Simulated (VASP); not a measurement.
# H15C2NO6 in VASP: notebook, part 2 of 3

VASP 6.6.1. The steps go on from the part before.

**3. Single point, PBE+D3(BJ)**

INCAR reads:

```
PREC = Accurate
ENCUT = 520
EDIFF = 1E-7
ISMEAR = -1
SIGMA = 0.05
LREAL = Auto
LASPH = True
NELM = 100
ALGO = Normal
ISIF = 2
LWAVE = False
LCHARG = True
GGA = PE
IVDW = 12
LELF = True
LVHAR = True
NBANDS = 50
```

KPOINTS reads:

```
regular mesh
0
Gamma
  1 1 1
```

POSCAR reads:

```
H15C2NO6
1.0
    6.6471370000      0.0000000000      0.0000000000
    0.0000000000      6.6471370000      0.0000000000
    0.0000000000      0.0000000000      6.6471370000
O H C N
6 15 2 1
Direct
    0.3026716615      0.5321840064      0.7569424250
    0.8052338924      0.8253478152      0.4274923174
    0.5760826052      0.5342751323      0.0721513638
    0.3158352235      0.8743463539      0.0420030458
    0.8210602550      0.2029746040      0.6388314247
    0.5827019964      0.4844792578      0.4771227071
    0.3693319395      0.5073161573      0.8863214343
    0.1655449557      0.4684422782      0.7647954300
    0.7649157825      0.9046601567      0.3091255679
    0.6981652402      0.7279825886      0.4466584636
    0.5488678810      0.6823689658      0.0752203543
    0.5615500327      0.4939570224      0.2065400487
    0.3619152125      0.9928485000     -0.0150741590
    0.2611801141      0.8030224140     -0.0683602580
    0.7555884586      0.1494327558      0.7593193882
    0.8300716534      0.0814335555      0.5527191632
    0.4602282155      0.4817261928      0.5691172004
    0.6668434846      0.3650895115      0.5355990105
    1.1859993257      0.3904237268      0.1882915908
    0.9684620612      0.5497253931      0.1955578770
    1.0132933923      0.3915219440      0.4022483665
    1.0295259448      0.4040987872      0.2384485230
    0.9233900249      0.2381927738      0.1452805922
    0.8138992772      0.1184570139      0.0757468967
```

Potentials or basis: VASP PAW PBE potentials, release 64 (O, H, C, N).

The run is started by

```sh
cat potpaw_PBE.64/O/POTCAR potpaw_PBE.64/H/POTCAR potpaw_PBE.64/C/POTCAR potpaw_PBE.64/N/POTCAR > POTCAR
mpirun -np 1 vasp_gam > vasp.out
```

OUTCAR:

```text
PREC = Accurate
   ENCUT = 520
   EDIFF = 1E-7
   ISMEAR = -1
   LREAL = Auto
   LASPH = True
   NELM = 100
   ISIF = 2
   GGA = PE
   IVDW = 12
 IVDW          = 12

 ion  position               nearest neighbor table
   1  0.303  0.532  0.757-   7 0.98   8 1.01
   2  0.805  0.825  0.427-  10 0.97   9 0.98
   3  0.576  0.534  0.072-  12 0.94  11 1.00
[... 289 lines left out ...]
  -------------------------------------------------------------------------------------
  Total      -1.40899    -0.34120     4.44724     0.64428    -1.33831    -0.21984
  in kB      -7.68623    -1.86128    24.26038     3.51463    -7.30067    -1.19924
  external pressure =        4.90 kB  Pullay stress =        0.00 kB

 VOLUME and BASIS-vectors are now :
 -----------------------------------------------------------------------------
  energy-cutoff  :      520.00
  volume of cell :      293.70
      direct lattice vectors                 reciprocal lattice vectors
     6.647137000  0.000000000  0.000000000     0.150440709  0.000000000  0.000000000
     0.000000000  6.647137000  0.000000000     0.000000000  0.150440709  0.000000000
     0.000000000  0.000000000  6.647137000     0.000000000  0.000000000  0.150440709

 POSITION                                       TOTAL-FORCE (eV/Angst)
 -----------------------------------------------------------------------------------
      2.01190      3.53750      5.03150        -2.027861     -0.460724     -0.132442
      5.35250      5.48620      2.84160         0.444111      1.332504     -0.482025
      3.82930      3.55140      0.47960        -0.178959      1.689797     -2.811771
      2.09940      5.81190      0.27920        -0.134054     -1.213071      2.108790
      5.45770      1.34920      4.24640        -0.110371     -0.287002     -0.188456
      3.87330      3.22040      3.17150        -0.316818     -1.459145      1.037452
[... 16 lines left out ...]
      6.13790      1.58330      0.96570        -1.400258     -0.049352     -0.319485
      5.41010      0.78740      0.50350         0.767736      0.340056      0.349614
 -----------------------------------------------------------------------------------
    total drift:                                0.008114      0.000906      0.006843

  FREE ENERGIE OF THE ION-ELECTRON SYSTEM (eV)
  ---------------------------------------------------
  free  energy   TOTEN  =      -124.8348559327 eV

  energy  without entropy=     -124.8348559326  energy(sigma->0) =     -124.83485593
```

OSZICAR:

```text
N       E                     dE             d eps       ncg     rms          rms(c)
DAV:   1     0.467096283970E+03    0.46710E+03   -0.34039E+04   108   0.116E+03
DAV:   2    -0.875401763834E+02   -0.55464E+03   -0.53960E+03   136   0.281E+02
DAV:   3    -0.136288780402E+03   -0.48749E+02   -0.48446E+02   128   0.879E+01
DAV:   4    -0.137059624239E+03   -0.77084E+00   -0.76913E+00   128   0.127E+01
DAV:   5    -0.137073886943E+03   -0.14263E-01   -0.14257E-01   120   0.162E+00    0.214E+01
DAV:   6    -0.124942326442E+03    0.12132E+02   -0.35499E+01   128   0.250E+01    0.899E+00
DAV:   7    -0.124280764872E+03    0.66156E+00   -0.20771E+00   128   0.591E+00    0.545E+00
DAV:   8    -0.124037532998E+03    0.24323E+00   -0.47679E-01   128   0.358E+00    0.148E+00
DAV:   9    -0.124022609780E+03    0.14923E-01   -0.66249E-02   128   0.136E+00    0.450E-01
DAV:  10    -0.124024455292E+03   -0.18455E-02   -0.20381E-02   120   0.723E-01    0.252E-01
DAV:  11    -0.124025747848E+03   -0.12926E-02   -0.47472E-03   120   0.355E-01    0.120E-01
DAV:  12    -0.124026014141E+03   -0.26629E-03   -0.84243E-04   104   0.178E-01    0.492E-02
DAV:  13    -0.124025905007E+03    0.10913E-03   -0.24121E-04   104   0.938E-02    0.222E-02
DAV:  14    -0.124025865134E+03    0.39872E-04   -0.40873E-05   120   0.350E-02    0.120E-02
DAV:  15    -0.124025844595E+03    0.20539E-04   -0.18460E-05   104   0.258E-02    0.533E-03
DAV:  16    -0.124025844066E+03    0.52894E-06   -0.29330E-06   128   0.917E-03    0.309E-03
DAV:  17    -0.124025843914E+03    0.15256E-06   -0.18853E-06   120   0.740E-03    0.201E-03
DAV:  18    -0.124025843816E+03    0.97860E-07   -0.32283E-07   112   0.381E-03
   1 F= -.12483486E+03 E0= -.12483486E+03  d E =-.727087E-10
```

Run time: 23 s. Hardware: 1 thread of Intel Xeon 6975P-C (Granite Rapids), shared host; peak memory 0.33 GiB.

Results:

```
Free energy                : -124.8349 eV
Pressure                   : 0.5 GPa
Largest force              : 3.285 eV/Å
Band gap on the k mesh     : 4.71 eV
Dispersion energy per atom : -0.034 eV
```

Forces in eV/Å, atoms in the order of the input:
```
O   -2.028 -0.461 -0.132
O    0.444  1.333 -0.482
O   -0.179  1.690 -2.812
O   -0.134 -1.213  2.109
O   -0.110 -0.287 -0.188
O   -0.317 -1.459  1.037
H    0.622 -0.192  0.476
H    1.264  0.523 -0.120
H    0.238 -0.292  0.055
H   -0.481 -0.872  0.383
H   -0.021 -0.904 -0.023
H   -0.182 -0.713  2.615
H    0.967  2.389 -0.891
H   -0.683 -0.992 -1.276
H    0.278  0.200  0.262
H   -0.022 -0.196  0.168
H    0.810  0.344 -0.637
H   -0.484  1.242 -0.565
H    0.244  0.253  0.436
H   -0.271  0.222 -0.252
H    0.253 -0.073  0.044
C    0.427 -0.834 -0.238
C   -1.400 -0.049 -0.319
N    0.768  0.340  0.350
```

Stress tensor (GPa, compression positive):
```
-0.77  0.35 -0.12
 0.35 -0.19 -0.73
-0.12 -0.73  2.43
```

Caveat: the k points lie up to 0.95 Å⁻¹ apart.

**4. Single point, PBE+D3(BJ)**

INCAR reads:

```
SYSTEM = H15C2NO6
PREC     = Accurate       ! precision mode
ENCUT    = 520            ! plane-wave cutoff, eV
EDIFF    = 1E-7           ! SCF threshold, eV
ISMEAR   = -1             ! smearing method
SIGMA    = 0.05           ! smearing width, eV
LREAL    = Auto         
LASPH    = .True.         ! aspherical terms in the spheres
NELM     = 100            ! most SCF steps
ALGO     = Normal         ! electronic algorithm
ISIF     = 2              ! what is computed and relaxed
LWAVE    = .False.        ! write WAVECAR
LCHARG   = .False.        ! write CHGCAR
GGA      = PE             ! functional
IVDW     = 12             ! dispersion correction
NBANDS   = 50             ! bands
```

KPOINTS reads:

```
regular mesh
0
Gamma
  1 1 1
  0 0 0
```

POSCAR reads:

```
H15C2NO6
1.0
    6.6471370000      0.0000000000      0.0000000000
    0.0000000000      6.6471370000      0.0000000000
    0.0000000000      0.0000000000      6.6471370000
O H C N
6 15 2 1
Direct
    0.2532970210      0.4909181201      0.7393408621
    0.8272433681      0.8371122786      0.4040085228
    0.5855904580      0.5354184817      0.0612594565
    0.2942018496      0.8843657051      0.0387384824
    0.8075958116      0.1733678725      0.6643612130
    0.5848683426      0.5045330042      0.4933703036
    0.3558374079      0.4914597066      0.8513590137
    0.2159275490      0.3518808173      0.7222658417
    0.7991861759      0.9039530854      0.2819409319
    0.7197083496      0.7354444477      0.4171269526
    0.4799058602      0.6476472502      0.0544745806
    0.5437829851      0.4704581837      0.1893747639
    0.3647735860      0.9993024064     -0.0136148841
    0.1620095990      0.8799277042     -0.0258005815
    0.7580105540      0.1605202360      0.7986145013
    0.7774926258      0.0477348368      0.6008301017
    0.4602733478      0.5330415185      0.5672366915
    0.6528976310      0.3875503093      0.5582704253
    1.1936868459      0.3619152125      0.2469634671
    1.0288790497      0.5683649968      0.1965959179
    0.9937812324      0.4187065800      0.4118765718
    1.0363559529      0.4154420166      0.2504536916
    0.9078946319      0.2626845212      0.1605202360
    0.8184425866      0.1393080961      0.0752654865
```

The run is started by

```sh
cat potpaw_PBE.64/O/POTCAR potpaw_PBE.64/H/POTCAR potpaw_PBE.64/C/POTCAR potpaw_PBE.64/N/POTCAR > POTCAR
mpirun -np 1 vasp_gam > vasp.out
```

Wall time 19 s (1 thread of Intel Xeon 6975P-C (Granite Rapids), shared host); peak memory 0.33 GiB.

It converged, with:

| Item | Value |
| --- | --- |
| Free energy | -124.6684 eV |
| Pressure | 0.1 GPa |
| Largest force | 2.420 eV/Å |
| Band gap on the k mesh | 4.60 eV |
| Dispersion energy per atom | -0.034 eV |

Forces on the atoms (eV/Å):
```
O    0.907  0.565  0.927
O   -0.070 -0.647  1.480
O   -2.222  0.955  0.093
O   -0.298 -0.640  0.228
O    0.154  1.458 -0.610
O    0.296 -0.205 -0.445
H   -0.636 -0.169 -0.654
H   -0.269 -0.473 -0.037
H   -0.242  0.866 -1.496
H    0.240 -0.282  0.218
H    1.312 -0.706  0.100
H    0.573  0.300 -0.256
H    0.169  0.391 -0.236
H    0.284  0.126  0.000
H   -0.086 -0.015  1.189
H    0.080 -1.304 -0.983
H   -0.114 -0.350  0.202
H   -0.152  0.288  0.004
H   -0.164  0.004 -0.103
H   -0.445  0.298 -0.523
H    0.137  0.158 -0.195
C    0.081 -1.312  1.353
C    0.866  1.104 -0.534
N   -0.398 -0.409  0.280
```

Stress tensor (GPa, compression positive):
```
-1.78  0.51 -0.58
 0.51  0.01 -0.26
-0.58 -0.26  2.10
```

Levels at points of the mesh, in eV from the valence-band top:
| k point | band 29 | band 30 | band 31 | band 32 | band 33 | band 34 | band 35 | band 36 |
| --- | --- | --- | --- | --- | --- | --- | --- | --- |
| (0.00, 0.00, 0.00) | -0.37 | -0.26 | -0.15 | 0.00 | 4.60 | 5.81 | 6.03 | 7.73 |

Caveat: the k points lie up to 0.95 Å⁻¹ apart.

[end of part 2 of 3]
